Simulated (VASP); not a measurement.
Input of a VASP 6.6.1 run:

File POSCAR:

```
CaO
1.0
    0.0000000000      2.3975501188      2.4769090277
    2.3975501188      0.0000000000      2.4769090277
    2.3975501188      2.3975501188      0.0000000000
Ca O
1 1
Direct
    0.0000000000      0.0000000000      0.0000000000
    0.5000000000      0.5000000000      0.5000000000
```

INCAR.step1

```
SYSTEM = CaO
  ALGO = Normal
  EDIFF = 1E-4
  ENCUT = 520
  GGA = PE
  ISMEAR = 0
  LASPH = .TRUE.
  LCHARG = .FALSE.
  LREAL = .FALSE.
  LWAVE = .TRUE.
  NBANDS = 15
  NELM = 60
  PREC = Accurate
  SIGMA = 0.01
```

File INCAR.step2:

```
SYSTEM = CaO
  ALGO = Normal
  EDIFF = 1E-7
  ENCUT = 520
  ISIF = 2
  ISMEAR = 0
  ISTART = 1
  LASPH = .TRUE.
  LCHARG = .FALSE.
  LMIXTAU = .TRUE.
  LREAL = .FALSE.
  LWAVE = .FALSE.
  METAGGA = R2SCAN
  NBANDS = 15
  NELM = 60
  PREC = Accurate
  SIGMA = 0.01
```

KPOINTS

```
k-points
0
G
  10 10 10
  0 0 0
```

Potentials or basis: VASP PAW PBE potentials, release 64 (Ca_sv, O).

Run with:

```sh
$ cat potpaw_PBE.64/Ca_sv/POTCAR potpaw_PBE.64/O/POTCAR > POTCAR
$ cp INCAR.step1 INCAR
$ mpirun -np 1 vasp_std > vasp.out
$ cp INCAR.step2 INCAR
$ mpirun -np 1 vasp_std > vasp.out
```

(1) What does it give for the band gap on the k mesh?

(2) Estimate the pressure.

## Answers

(1) 4.14 eV, indirect (least direct gap 4.54 eV).

(2) -2.4 GPa.

Caveat: the cell differs from its parent crystal (uniaxial z strain +3.3%); the PAW data sets were made with another functional, which shifts forces and pressure a little.
